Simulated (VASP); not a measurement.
# Te2Mo (P6_3/mmc) in VASP: relaxation of cell and atoms with PBE

Aim: the relaxation of cell and atoms of Te2Mo with PBE.

Everything below comes from runs of VASP 6.6.1. Logs are shortened: lines on timing, memory, paths and dates and some standing lists are left out, and cuts for length are marked.

### Step 1. The cell of the first run

Symmetry: P6_3/mmc, No. 194, hexagonal system. Conventional cell: a = 3.566 Å, b = 3.566 Å, c = 14.648 Å, α = 90.00°, β = 90.00°, γ = 120.00°. Te (site symmetry 3m) has 3 Mo at 2.73 Å and 7 Te at 3.57 to 3.58 Å within 3.6 Å. Mo (site symmetry -6m2) has 6 Te at 2.73 Å and 6 Mo at 3.57 Å within 3.6 Å.

### Step 2. Relaxation of cell and atoms, PBE

INCAR

```
PREC     = Accurate       # precision mode
ENCUT    = 600            # plane-wave cutoff, eV
EDIFF    = 1E-6           # SCF threshold, eV
ISMEAR   = 0              # smearing method
SIGMA    = 0.02           # smearing width, eV
LREAL    = F              # projectors in reciprocal space
LASPH    = T              # aspherical terms in the spheres
NELM     = 80             # most SCF steps
ALGO     = Normal         # electronic algorithm
ISIF     = 3              # what is computed and relaxed
LWAVE    = F              # write WAVECAR
LCHARG   = F              # write CHGCAR
GGA      = PE             # functional
IBRION   = 2              # ionic algorithm
NSW      = 70             # ionic steps
EDIFFG   = -0.02          # ionic threshold
```

KPOINTS

```
Automatic mesh
0
Gamma
  12 12 2
```

POSCAR

```
Te2Mo
1.0
    3.5656545200      0.0000000000      0.0000000000
   -1.7828272600      3.0879473700      0.0000000000
    0.0000000000      0.0000000000     14.6477785100
Te Mo
4 2
Direct
    0.3333333400      0.6666666900      0.6278227000
    0.6666666900      0.3333333400      0.1278227000
    0.6666666900      0.3333333400      0.3721773000
    0.3333333400      0.6666666900      0.8721773000
    0.3333333400      0.6666666900      0.2500000000
    0.6666666900      0.3333333400      0.7500000000
```

Potentials or basis: VASP PAW PBE potentials, release 64 (Te, Mo_sv).

Launch:

```bash
$ cat potpaw_PBE.64/Te/POTCAR potpaw_PBE.64/Mo_sv/POTCAR > POTCAR
$ mpirun -np 1 vasp_std > vasp.out
```

OUTCAR:

```text
PREC = Accurate
   ENCUT = 600
   EDIFF = 1E-6
   ISMEAR = 0
   LREAL = F
   LASPH = T
   NELM = 80
   ISIF = 3
   GGA = PE
   IBRION = 2
   NSW = 70
   EDIFFG = -0.02

 ion  position               nearest neighbor table
   1  0.333  0.667  0.628-   6 2.73   6 2.73   6 2.73   4 3.58
   2  0.667  0.333  0.128-   5 2.73   5 2.73   5 2.73   3 3.58
   3  0.667  0.333  0.372-   5 2.73   5 2.73   5 2.73   2 3.58
   4  0.333  0.667  0.872-   6 2.73   6 2.73   6 2.73   1 3.58
   5  0.333  0.667  0.250-   2 2.73   3 2.73   2 2.73   3 2.73   2 2.73   3 2.73
   6  0.667  0.333  0.750-   1 2.73   4 2.73   1 2.73   4 2.73   1 2.73   4 2.73

  LATTYP: Found a hexagonal cell.
 ALAT       =     3.5656545200
 C/A-ratio  =     4.1080195593

  Lattice vectors:

 A1 = (   3.5656545200,   0.0000000000,   0.0000000000)
 A2 = (  -1.7828272600,   3.0879473700,   0.0000000000)
 A3 = (   0.0000000000,   0.0000000000,  14.6477785100)

Analysis of symmetry for initial positions (statically):
=====================================================================
 Subroutine PRICEL returns:
 Original cell was already a primitive cell.

 Routine SETGRP: Setting up the symmetry group for a
 hexagonal supercell.

 Subroutine GETGRP returns: Found 24 space group operations
 (whereof 12 operations were pure point group operations)
 out of a pool of 24 trial point group operations.

The static configuration has the point symmetry D_3d.
 The point group associated with its full space group is D_6h.

Analysis of symmetry for dynamics (positions and initial velocities):
=====================================================================
 Subroutine PRICEL returns:
 Original cell was already a primitive cell.

 Routine SETGRP: Setting up the symmetry group for a
 hexagonal supercell.

 Subroutine GETGRP returns: Found 24 space group operations
 (whereof 12 operations were pure point group operations)
 out of a pool of 24 trial point group operations.

The dynamic configuration has the point symmetry D_3d.
 The point group associated with its full space group is D_6h.

 Subroutine INISYM returns: Found 24 space group operations
 (whereof 12 operations are pure point group operations),
 and found     1 'primitive' translations
[... 119 lines left out ...]
   EFERMI_NEDOS =   21; number of points for ismear=-14 and -15
   IALGO  =     38    algorithm
   IMIX   =      4    mixing-type and parameters
     AMIX     =   0.40;   BMIX     =  1.00
     AMIX_MAG =   1.60;   BMIX_MAG =  1.00
  volume/ion in A,a.u.               =      26.88       181.40
  Fermi-wavevector in a.u.,A,eV,Ry     =   1.122576  2.121360 17.145738  1.260176
  Thomas-Fermi vector in A             =   2.259237
   LORBIT       =      0    0 simple, 1 ext, 2 COOP (PROOUT), +10 PAW based schemes
   GGA     = PE    functional components
   LHFCALC =     F    Hartree Fock is set to
   AEXX    =    0.0000 exact exchange contribution
   IVDW    =     0    specifies the selected vdW correction
   LEPSILON=     F    determine dielectric tensor
   LRPA    =     F    only Hartree local field effects (RPA)
 conjugate gradient relaxation of ions
 non-spin polarized calculation
 Gauss-broadening in eV      SIGMA  =   0.02
  energy-cutoff  :      600.00
  volume of cell :      161.28
 maximum number of plane-waves:      5433
   NGX = 15   NGY = 15   NGZ = 59

--------------------------------------- Ionic step        1  -------------------------------------------

 number of electron      51.9999999 magnetization

 Free energy of the ion-electron system (eV)
  ---------------------------------------------------
  ext. energy  EPLUGINS =         0.00000000
  ---------------------------------------------------
  free energy    TOTEN  =       -36.06069029 eV

  energy without entropy =      -36.06069029  energy(sigma->0) =      -36.06069029

------------------------ aborting loop because EDIFF is reached ----------------------------------------

  FORCE on cell =-STRESS in cart. coord.  units (eV):
  Direction    XX          YY          ZZ          XY          YZ          ZX
  --------------------------------------------------------------------------------------
  -------------------------------------------------------------------------------------
  Total        0.2153706      0.2153706      1.7654572      0.0000000      0.0000000      0.0000000
  in kB        2.1395186      2.1395186     17.5382744      0.0000000      0.0000000      0.0000000
  external PRESSURE =       7.2724372 kB  Pullay stress =       0.0000000 kB
[... 101 lines left out ...]
  FREE ENERGIE OF THE ION-ELECTRON SYSTEM (eV)
  ---------------------------------------------------
  free  energy   TOTEN  =       -36.0680497747 eV

  energy  without entropy=      -36.0680497747  energy(sigma->0) =      -36.06804977

[... ionic steps 4 to 9 ...]

--------------------------------------- Ionic step       10  -------------------------------------------

 number of electron      52.0000001 magnetization

------------------------ aborting loop because EDIFF is reached ----------------------------------------
[... 75 lines left out ...]
--------------------------------------- Ionic step       12  -------------------------------------------

 number of electron      52.0000003 magnetization

 Free energy of the ion-electron system (eV)
  ---------------------------------------------------
  ext. energy  EPLUGINS =         0.00000000
  ---------------------------------------------------
  free energy    TOTEN  =       -36.07315750 eV

  energy without entropy =      -36.07315750  energy(sigma->0) =      -36.07315750

 E-fermi :   7.0835     XC(G=0):  -9.8776

 val. band max:        6.8971343725   @ k =   0.3333   0.3333   0.0000
 cond. band min:       7.8715073095   @ k =   0.2500   0.1667   0.0000
 fundamental gap:      0.9743729370
 Fermi energy:         7.0834841540

 k-point     1 :       0.0000    0.0000    0.0000
  band No.  band energies     occupation
      1     -53.8443      2.00000
      2     -53.8443      2.00000
      3     -27.9904      2.00000
      4     -27.9904      2.00000
      5     -27.8866      2.00000
      6     -27.8866      2.00000
[... 805 lines left out ...]
     30       8.5635      0.00000
     31       9.5766      0.00000

 [... further k-points ...]

------------------------ aborting loop because EDIFF is reached ----------------------------------------

  FORCE on cell =-STRESS in cart. coord.  units (eV):
  Direction    XX          YY          ZZ          XY          YZ          ZX
  --------------------------------------------------------------------------------------
  -------------------------------------------------------------------------------------
  Total        0.0360404      0.0360404      0.0539006      0.0000000      0.0000000      0.0000000
  in kB        0.3514208      0.3514208      0.5255706      0.0000000      0.0000000      0.0000000
  external PRESSURE =       0.4094708 kB  Pullay stress =       0.0000000 kB
[... 21 lines left out ...]
  FREE ENERGIE OF THE ION-ELECTRON SYSTEM (eV)
  ---------------------------------------------------
  free  energy   TOTEN  =       -36.0731574978 eV

  energy  without entropy=      -36.0731574978  energy(sigma->0) =      -36.07315750

 reached required accuracy - stopping structural energy minimisation
```

Run time: 46 min. Hardware: 1 thread of Intel Xeon 8259CL, shared host; peak memory 0.45 GiB.

Results:

```
Free energy                           : -36.0732 eV
Relaxed volume                        : 27.39 Å³/atom
Relaxed cell                          : a = 3.555 Å, b = 3.555 Å, c = 15.015 Å, α = 90.00°, β = 90.00°, γ = 120.00°
Space group after relaxing (to 0.1 Å) : P6_3/mmc (No. 194)
Energy gained by relaxing             : 2.1 meV/atom
Ionic steps                           : 12
Pressure after relaxing               : 0.0 GPa
Largest force after relaxing          : 0.009 eV/Å
Band gap on the k mesh                : 0.97 eV (least direct gap 1.03 eV)
```

Forces in eV/Å, atoms in the order of the input:
```
Te   0.000  0.000  0.009
Te   0.000  0.000  0.009
Te   0.000  0.000 -0.009
Te   0.000  0.000 -0.009
Mo   0.000  0.000  0.000
Mo   0.000  0.000  0.000
```

Step by step:
| step | energy change (eV) | largest force (eV/Å) | pressure (GPa) | volume (Å³) |
| --- | --- | --- | --- | --- |
| 1 | 0.0000 | 0.2010 | 0.73 | 161.28 |
| 2 | 0.0044 | 0.2851 | -1.45 | 164.14 |
| 3 | -0.0074 | 0.0191 | -0.26 | 162.53 |
| 4 | -0.0093 | 0.0282 | -0.02 | 161.92 |
| 5 | -0.0094 | 0.0303 | 0.05 | 161.78 |
| 6 | -0.0094 | 0.0303 | 0.05 | 161.80 |
| 7 | -0.0094 | 0.0293 | 0.01 | 161.86 |
| 8 | -0.0094 | 0.0299 | 0.04 | 161.82 |
| 9 | -0.0096 | 0.0289 | 0.04 | 161.93 |
| 10 | -0.0102 | 0.0263 | 0.03 | 162.27 |
| 11 | -0.0111 | 0.0206 | 0.03 | 162.95 |
| 12 | -0.0125 | 0.0086 | 0.04 | 164.31 |

Final structure:
```xyz
6
Lattice="3.5547 0.0000 0.0000 -1.7774 3.0785 0.0000 0.0000 0.0000 15.0152" Properties=species:S:1:pos:R:3 pbc="T T T"
Te    0.0000    2.0523    9.4515
Te    1.7774    1.0262    1.9439
Te    1.7774    1.0262    5.5637
Te    0.0000    2.0523   13.0714
Mo    0.0000    2.0523    3.7538
Mo    1.7774    1.0262   11.2614
```

Caveat: spin-orbit coupling is left out, which moves the levels of the heavy elements; this functional lacks dispersion, which binds layers or chains, so the pressure and a relaxed spacing across them are unreliable. A k mesh can miss the band edges.
